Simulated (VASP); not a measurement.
# MgO (Pm-3m) in VASP: notebook

Aim: see how the results for MgO move with the level of theory and the settings. Levels: PBE, LDA. Tasks: single point.

Program: VASP 6.6.1. These are calculated values, not measurements. Logs are shortened: lines on timing, memory, paths and dates and some standing lists are left out, and cuts for length are marked.

**1. The cell of the first run**

It takes space group Pm-3m (No. 221, cubic). The conventional cell has a = 2.623 Å, b = 2.623 Å, c = 2.623 Å, α = 90.00°, β = 90.00°, γ = 90.00°. Within 3.0 Å of Mg (site symmetry m-3m) lie 8 O at 2.27 Å and 6 Mg at 2.62 Å. Within 3.0 Å of O (site symmetry m-3m) lie 8 Mg at 2.27 Å and 6 O at 2.62 Å.

**2. Single point, PBE**

INCAR

```
ALGO     = Normal         # electronic algorithm
EDIFF    = 1E-6           # SCF threshold, eV
ENCUT    = 520            # plane-wave cutoff, eV
GGA      = PE             # functional
ISIF     = 2              # what is computed and relaxed
ISMEAR   = 0              # smearing method
LASPH    = T              # aspherical terms in the spheres
LCHARG   = F              # write CHGCAR
LREAL    = F              # projectors in reciprocal space
LWAVE    = F              # write WAVECAR
NBANDS   = 11             # bands
NELM     = 100            # most SCF steps
PREC     = Accurate       # precision mode
SIGMA    = 0.01           # smearing width, eV
```

KPOINTS

```
k-points
0
Gamma
  6 6 6
```

POSCAR

```
MgO
1.0
    2.6233491281      0.0000000000      0.0000000000
    0.0000000000      2.6233491281      0.0000000000
    0.0000000000      0.0000000000      2.6233491281
Mg O
1 1
Direct
    0.0000000000      0.0000000000      0.0000000000
    0.5000000000      0.5000000000      0.5000000000
```

Potentials or basis: VASP PAW PBE potentials, release 64 (Mg, O).

Command:

```sh
> cat potpaw_PBE.64/Mg/POTCAR potpaw_PBE.64/O/POTCAR > POTCAR
> mpirun -np 1 vasp_std > vasp.out
```

OUTCAR:

```text
EDIFF = 1E-6
   ENCUT = 520
   GGA = PE
   ISIF = 2
   ISMEAR = 0
   LASPH = T
   LREAL = F
   NELM = 100
   PREC = Accurate

 ion  position               nearest neighbor table
   1  0.000  0.000  0.000-   2 2.27   2 2.27   2 2.27   2 2.27   2 2.27   2 2.27   2 2.27   2 2.27

   2  0.500  0.500  0.500-   1 2.27   1 2.27   1 2.27   1 2.27   1 2.27   1 2.27   1 2.27   1 2.27

  LATTYP: Found a simple cubic cell.
 ALAT       =     2.6233491281

  Lattice vectors:

 A1 = (   2.6233491281,   0.0000000000,   0.0000000000)
 A2 = (   0.0000000000,   2.6233491281,   0.0000000000)
 A3 = (   0.0000000000,   0.0000000000,   2.6233491281)

Analysis of symmetry for initial positions (statically):
=====================================================================
 Subroutine PRICEL returns:
 Original cell was already a primitive cell.

 Routine SETGRP: Setting up the symmetry group for a
 simple cubic supercell.

 Subroutine GETGRP returns: Found 48 space group operations
 (whereof 48 operations were pure point group operations)
 out of a pool of 48 trial point group operations.

The static configuration has the point symmetry O_h .

Analysis of symmetry for dynamics (positions and initial velocities):
=====================================================================
 Subroutine PRICEL returns:
 Original cell was already a primitive cell.

 Routine SETGRP: Setting up the symmetry group for a
 simple cubic supercell.

 Subroutine GETGRP returns: Found 48 space group operations
 (whereof 48 operations were pure point group operations)
 out of a pool of 48 trial point group operations.

The dynamic configuration has the point symmetry O_h .

 Subroutine INISYM returns: Found 48 space group operations
 (whereof 48 operations are pure point group operations),
 and found     1 'primitive' translations

----------------------------------------------------------------------------------------

                                     Primitive cell

  volume of cell :      18.0538

  direct lattice vectors                    reciprocal lattice vectors
     2.623349128  0.000000000  0.000000000     0.381192114  0.000000000  0.000000000
     0.000000000  2.623349128  0.000000000     0.000000000  0.381192114  0.000000000
     0.000000000  0.000000000  2.623349128     0.000000000  0.000000000  0.381192114

  length of vectors
     2.623349128  2.623349128  2.623349128     0.381192114  0.381192114  0.381192114

  position of ions in fractional coordinates (direct lattice)
     0.000000000  0.000000000  0.000000000
     0.500000000  0.500000000  0.500000000

  ion indices of the primitive-cell ions
   primitive index   ion index
                 1           1
                 2           2

----------------------------------------------------------------------------------------

 KPOINTS: k-points

Automatic generation of k-mesh.
 Grid dimensions read from file:
 generate k-points for:    6    6    6

 Generating k-lattice:

  Cartesian coordinates                     Fractional coordinates (reciprocal lattice)
     0.063532019  0.000000000  0.000000000     0.166666667  0.000000000  0.000000000
     0.000000000  0.063532019  0.000000000     0.000000000  0.166666667  0.000000000
     0.000000000  0.000000000  0.063532019     0.000000000  0.000000000  0.166666667

  Length of vectors
     0.063532019  0.063532019  0.063532019

  Shift w.r.t. Gamma in fractional coordinates (k-lattice)
     0.000000000  0.000000000  0.000000000

 Subroutine IBZKPT returns following result:
 ===========================================

 Found     20 irreducible k-points:

 Following reciprocal coordinates:
            Coordinates               Weight
  0.000000  0.000000  0.000000      1.000000
  0.166667  0.000000  0.000000      6.000000
  0.333333  0.000000  0.000000      6.000000
  0.500000  0.000000  0.000000      3.000000
  0.166667  0.166667  0.000000     12.000000
  0.333333  0.166667  0.000000     24.000000
[... 12 lines left out ...]
  0.500000  0.500000  0.333333      6.000000
  0.500000  0.500000  0.500000      1.000000
   k-points           NKPTS =     20   k-points in BZ     NKDIM =     20   number of bands    NBANDS=     11
   number of dos      NEDOS =    301   number of ions     NIONS =      2
   total plane-waves  NPLWV =   8000
   dimension x,y,z NGX =    20 NGY =   20 NGZ =   20
   dimension x,y,z NGXF=    40 NGYF=   40 NGZF=   40
   ions per type =               1   1
   NGX,Y,Z   is equivalent  to a cutoff of  12.67, 12.67, 12.67 a.u.
   NGXF,Y,Z  is equivalent  to a cutoff of  25.35, 25.35, 25.35 a.u.
 SYSTEM =  unknown system
   PREC   = accura    normal or accurate (medium, high low for compatibility)
   ISTART =      0    job   : 0-new  1-cont  2-samecut
   ICHARG =      2    charge: 1-file 2-atom 10-const
   ISPIN  =      1    spin polarized calculation?
   LNONCOLLINEAR =      F non collinear calculations
   LSORBIT =      F    spin-orbit coupling
   LASPH  =      T    aspherical Exc in radial PAW
   ENCUT  =  520.0 eV  38.22 Ry    6.18 a.u.   4.88  4.88  4.88*2*pi/ulx,y,z
   NELM   =    100;   NELMIN=  2; NELMDL= -5     # of ELM steps
   EDIFF  = 0.1E-05   stopping-criterion for ELM
   LREAL  =      F    real-space projection
   EDIFFG = 0.1E-04   stopping-criterion for IOM
   NSW    =      0    number of steps for IOM
   IBRION =     -1    ionic relax: 0-MD 1-quasi-New 2-CG
   NFREE  =      0    steps in history (QN), initial steepest desc. (CG)
   ISIF   =      2    stress and relaxation
   ISYM   =      2    0-nonsym 1-usesym 2-fastsym
   POTIM  = 0.5000    time-step for ionic-motion
   TEBEG  =    0.0;   TEEND  =   0.0 temperature during run
   PSTRESS=    0.0 pullay stress
   NELECT =       8.0000    total number of electrons
   NUPDOWN=      -1.0000    fix difference up-down
   EMIN   =  10.00;   EMAX   =-10.00  energy-range for DOS
   EFERMI =   0.00;   METHOD = LEGACY
   ISMEAR =     0;   SIGMA  =   0.01  broadening in eV -4-tet -1-fermi 0-gaus
   EFERMI_NEDOS =   21; number of points for ismear=-14 and -15
   IALGO  =     38    algorithm
   IMIX   =      4    mixing-type and parameters
     AMIX     =   0.40;   BMIX     =  1.00
     AMIX_MAG =   1.60;   BMIX_MAG =  1.00
  volume/ion in A,a.u.               =       9.03        60.92
  Fermi-wavevector in a.u.,A,eV,Ry     =   1.248098  2.358563 21.194461  1.557749
  Thomas-Fermi vector in A             =   2.382200
   LORBIT       =      0    0 simple, 1 ext, 2 COOP (PROOUT), +10 PAW based schemes
   GGA     = PE    functional components
   LHFCALC =     F    Hartree Fock is set to
   AEXX    =    0.0000 exact exchange contribution
   IVDW    =     0    specifies the selected vdW correction
   LEPSILON=     F    determine dielectric tensor
   LRPA    =     F    only Hartree local field effects (RPA)
 non-spin polarized calculation
 Gauss-broadening in eV      SIGMA  =   0.01
  energy-cutoff  :      520.00
  volume of cell :       18.05
 maximum number of plane-waves:       500
 NGX is ok and might be reduce to    20
   NGX =  9   NGY =  9   NGZ =  9

 number of electron       7.9999999 magnetization

 Free energy of the ion-electron system (eV)
  ---------------------------------------------------
  ext. energy  EPLUGINS =         0.00000000
  ---------------------------------------------------
  free energy    TOTEN  =       -10.38620833 eV

  energy without entropy =      -10.38620833  energy(sigma->0) =      -10.38620833

 E-fermi :   5.2905     XC(G=0): -11.3655

 val. band max:        5.1262751800   @ k =   0.5000   0.5000   0.0000
 cond. band min:       7.7436418313   @ k =   0.0000   0.0000   0.0000
 fundamental gap:      2.6173666513
 Fermi energy:         5.2904572847

 k-point     1 :       0.0000    0.0000    0.0000
  band No.  band energies     occupation
      1     -13.4657      2.00000
      2       4.1059      2.00000
      3       4.1059      2.00000
      4       4.1059      2.00000
      5       7.7436      0.00000
      6      15.5938      0.00000
      7      15.5938      0.00000
      8      25.6107      0.00000
      9      25.6107      0.00000
     10      25.6107      0.00000
     11      32.7792      0.00000

 k-point     2 :       0.1667    0.0000    0.0000
  band No.  band energies     occupation
      1     -13.1964      2.00000
      2       2.1926      2.00000
      3       4.2139      2.00000
      4       4.2139      2.00000
      5       9.0821      0.00000
      6      16.0448      0.00000
      7      16.1752      0.00000
      8      25.1165      0.00000
      9      25.1165      0.00000
     10      26.2521      0.00000
     11      30.8641      0.00000

 k-point     3 :       0.3333    0.0000    0.0000
  band No.  band energies     occupation
      1     -12.5806      2.00000
      2      -0.3599      2.00000
      3       4.4400      2.00000
      4       4.4400      2.00000
      5      10.9618      0.00000
      6      15.6679      0.00000
      7      17.8685      0.00000
      8      23.9363      0.00000
      9      23.9363      0.00000
     10      25.6797      0.00000
     11      29.2958      0.00000

 k-point     4 :       0.5000    0.0000    0.0000
  band No.  band energies     occupation
      1     -12.2193      2.00000
      2      -1.4462      2.00000
      3       4.5587      2.00000
      4       4.5587      2.00000
      5      12.2327      0.00000
      6      14.6759      0.00000
      7      19.7308      0.00000
      8      22.6191      0.00000
      9      23.3054      0.00000
     10      23.3054      0.00000
     11      28.8957      0.00000
[... 183 lines left out ...]
 k-point    18 :       0.5000    0.3333    0.3333
  band No.  band energies     occupation
      1     -10.9538      2.00000
      2       0.7520      2.00000
      3       1.8467      2.00000
      4       2.1086      2.00000
      5      12.5114      0.00000
      6      13.5545      0.00000
      7      14.4728      0.00000
      8      22.4063      0.00000
      9      23.4764      0.00000
     10      23.6366      0.00000
     11      25.3209      0.00000

 k-point    19 :       0.5000    0.5000    0.3333
  band No.  band energies     occupation
      1     -10.7120      2.00000
      2       1.1395      2.00000
      3       1.1395      2.00000
      4       2.2640      2.00000
      5      11.8492      0.00000
      6      13.7053      0.00000
      7      13.7053      0.00000
      8      22.7581      0.00000
      9      23.2194      0.00000
     10      24.1269      0.00000
     11      24.1269      0.00000

 k-point    20 :       0.5000    0.5000    0.5000
  band No.  band energies     occupation
      1     -10.4730      2.00000
      2       1.4523      2.00000
      3       1.4523      2.00000
      4       1.4523      2.00000
      5      12.6565      0.00000
      6      12.6565      0.00000
      7      12.6565      0.00000
      8      21.6283      0.00000
      9      24.0913      0.00000
     10      24.0913      0.00000
     11      24.0913      0.00000

------------------------ aborting loop because EDIFF is reached ----------------------------------------

  FORCE on cell =-STRESS in cart. coord.  units (eV):
  Direction    XX          YY          ZZ          XY          YZ          ZX
  --------------------------------------------------------------------------------------
  -------------------------------------------------------------------------------------
  Total        0.6155459      0.6155459      0.6155459      0.0000000     -0.0000000      0.0000000
  in kB       54.6264177     54.6264177     54.6264177      0.0000000     -0.0000000      0.0000000
  external PRESSURE =      54.6264177 kB  Pullay stress =       0.0000000 kB

 VOLUME and BASIS-vectors are now :
 -----------------------------------------------------------------------------
  energy-cutoff  :      520.00
  volume of cell :       18.05
      direct lattice vectors                 reciprocal lattice vectors
     2.623349128  0.000000000  0.000000000     0.381192114  0.000000000  0.000000000
     0.000000000  2.623349128  0.000000000     0.000000000  0.381192114  0.000000000
     0.000000000  0.000000000  2.623349128     0.000000000  0.000000000  0.381192114

 POSITION                                       TOTAL-FORCE (eV/Angst)
 -----------------------------------------------------------------------------------
      0.00000      0.00000      0.00000         0.000000      0.000000      0.000000
      1.31167      1.31167      1.31167         0.000000      0.000000      0.000000
 -----------------------------------------------------------------------------------
    total drift:                                0.000000      0.000000      0.000000

  FREE ENERGIE OF THE ION-ELECTRON SYSTEM (eV)
  ---------------------------------------------------
  free  energy   TOTEN  =       -10.3862083318 eV

  energy  without entropy=      -10.3862083318  energy(sigma->0) =      -10.38620833
```

It used 4.5 s of CPU time on 1 thread of AMD EPYC 7R13 Processor (Zen 3) (shared host).

What came out:

```
Free energy            : -10.3862 eV
Pressure               : 5.5 GPa
Band gap on the k mesh : 2.62 eV, indirect (least direct gap 3.64 eV)
```

A k mesh can miss the band edges. Expect the measured gap to be larger: semilocal functionals such as PBE lack the derivative discontinuity.

**3. Single point, PBE**

INCAR

```
SYSTEM = MgO
PREC     = Accurate       ! precision mode
ENCUT    = 520            ! plane-wave cutoff, eV
EDIFF    = 1E-7           ! SCF threshold, eV
ISMEAR   = 0              ! smearing method
SIGMA    = 0.01           ! smearing width, eV
LREAL    = .False.        ! projectors in reciprocal space
LASPH    = .True.         ! aspherical terms in the spheres
NELM     = 60             ! most SCF steps
ALGO     = Normal         ! electronic algorithm
ISIF     = 2              ! what is computed and relaxed
LWAVE    = .False.        ! write WAVECAR
LCHARG   = .False.        ! write CHGCAR
GGA      = PE             ! functional
NBANDS   = 11             ! bands
```

KPOINTS

```
regular mesh
0
Gamma
  6 6 6
  0 0 0
```

POSCAR is that of step 2.

Potentials or basis: VASP PAW PBE potentials, release 64 (Mg, O).

Command:

```sh
> cat potpaw_PBE.64/Mg/POTCAR potpaw_PBE.64/O/POTCAR > POTCAR
> mpirun -np 1 vasp_std > vasp.out
```

Run time: 6.4 s. Hardware: 1 thread of AMD EPYC 7R13 (Zen 3), shared host; peak memory 0.09 GiB.

It converged, with:

```yaml
Free_energy: -10.3862 eV
Pressure: 5.5 GPa
Band_gap_on_the_k_mesh: 2.62 eV, indirect (least direct gap 3.64 eV)
```

Levels at points of the mesh, in eV from the valence-band top:
| k point | band 1 | band 2 | band 3 | band 4 | band 5 | band 6 | band 7 | band 8 |
| --- | --- | --- | --- | --- | --- | --- | --- | --- |
| (0.00, 0.00, 0.00) | -18.59 | -1.02 | -1.02 | -1.02 | 2.62 | 10.47 | 10.47 | 20.48 |
| (0.50, 0.00, 0.00) | -17.35 | -6.57 | -0.57 | -0.57 | 7.11 | 9.55 | 14.60 | 17.49 |
| (0.50, 0.50, 0.00) | -16.46 | -4.76 | -4.76 | 0.00 | 4.99 | 12.30 | 12.30 | 13.43 |
| (0.50, 0.50, 0.50) | -15.60 | -3.67 | -3.67 | -3.67 | 7.53 | 7.53 | 7.53 | 16.50 |

**4. Single point, LDA**

INCAR

```
PREC = Accurate
ENCUT = 520
EDIFF = 1E-6
ISMEAR = 0
SIGMA = 0.01
LREAL = False
LASPH = True
NELM = 80
ALGO = Normal
ISIF = 2
LWAVE = False
LCHARG = False
NBANDS = 11
```

KPOINTS

```
regular mesh
0
Gamma
  6 6 6
```

POSCAR is that of step 3.

Potentials or basis: VASP PAW LDA potentials, release 64 (Mg, O).

Command:

```sh
> cat potpaw_LDA.64/Mg/POTCAR potpaw_LDA.64/O/POTCAR > POTCAR
> mpirun -np 1 vasp_std > vasp.out
```

Wall time 5.9 s (1 thread of AMD EPYC 7R13 (Zen 3), shared host); peak memory 0.09 GiB.

It converged, with:

| Item | Value |
| --- | --- |
| Free energy | -11.8982 eV |
| Pressure | -6.9 GPa |
| Band gap on the k mesh | 2.57 eV, indirect (least direct gap 3.60 eV) |

Levels at points of the mesh, in eV from the valence-band top:
```
           k point  band 2  band 3  band 4  band 5  band 6  band 7
(0.00, 0.00, 0.00)   -1.04   -1.04   -1.04    2.57   10.23   10.23
(0.50, 0.00, 0.00)   -6.66   -0.58   -0.58    6.98    9.37   14.33
(0.50, 0.50, 0.00)   -4.82   -4.82    0.00    4.74   12.06   12.06
(0.50, 0.50, 0.50)   -3.72   -3.72   -3.72    7.28    7.28    7.28
```

**5. Single point, PBE**

INCAR

```
SYSTEM = MgO
  ALGO = Normal
  EDIFF = 1E-6
  ENCUT = 520
  GGA = PE
  ISIF = 2
  ISMEAR = 0
  LASPH = .TRUE.
  LCHARG = .FALSE.
  LREAL = .FALSE.
  LWAVE = .FALSE.
  NBANDS = 11
  NELM = 60
  PREC = Accurate
  SIGMA = 0.01
```

KPOINTS

```
k-points
0
G
  8 8 8
  0 0 0
```

POSCAR is that of step 4.

Potentials or basis: VASP PAW PBE potentials, release 64 (Mg, O).

Command:

```sh
> cat potpaw_PBE.64/Mg/POTCAR potpaw_PBE.64/O/POTCAR > POTCAR
> mpirun -np 1 vasp_std > vasp.out
```

It used 6 s of CPU time on 1 thread of AMD EPYC 7R13 Processor (Zen 3), on a shared host.

It converged, with:

```yaml
Free_energy: -10.3888 eV
Pressure: 5.5 GPa
Band_gap_on_the_k_mesh: 2.62 eV, indirect (least direct gap 3.64 eV)
```

Levels at points of the mesh, in eV from the valence-band top:
```csv
k point,band 1,band 2,band 3,band 4,band 5,band 6,band 7,band 8,band 9
"(0.00, 0.00, 0.00)",-18.59,-1.02,-1.02,-1.02,2.62,10.47,10.47,20.49,20.49
"(0.50, 0.00, 0.00)",-17.35,-6.57,-0.57,-0.57,7.11,9.55,14.61,17.50,18.18
"(0.50, 0.50, 0.00)",-16.46,-4.76,-4.76,0.00,4.99,12.30,12.30,13.44,19.41
"(0.50, 0.50, 0.50)",-15.60,-3.67,-3.67,-3.67,7.53,7.53,7.53,16.51,18.97
```

**6. Summary**

```csv
level,potentials or basis,k mesh,gap on the mesh (eV),pressure (GPa)
PBE,"VASP PAW PBE potentials, release 64 (Mg, O)",6 × 6 × 6,2.62,5.5
LDA,"VASP PAW LDA potentials, release 64 (Mg, O)",6 × 6 × 6,2.57,-6.9
PBE,"VASP PAW PBE potentials, release 64 (Mg, O)",8 × 8 × 8,2.62,5.5
```

Alike in all rows: task single point; no spin polarisation; cell as given; cutoff (eV) 520; smearing gaussian 0.01 eV.

Absolute energies hang on the potentials; compare differences alone.
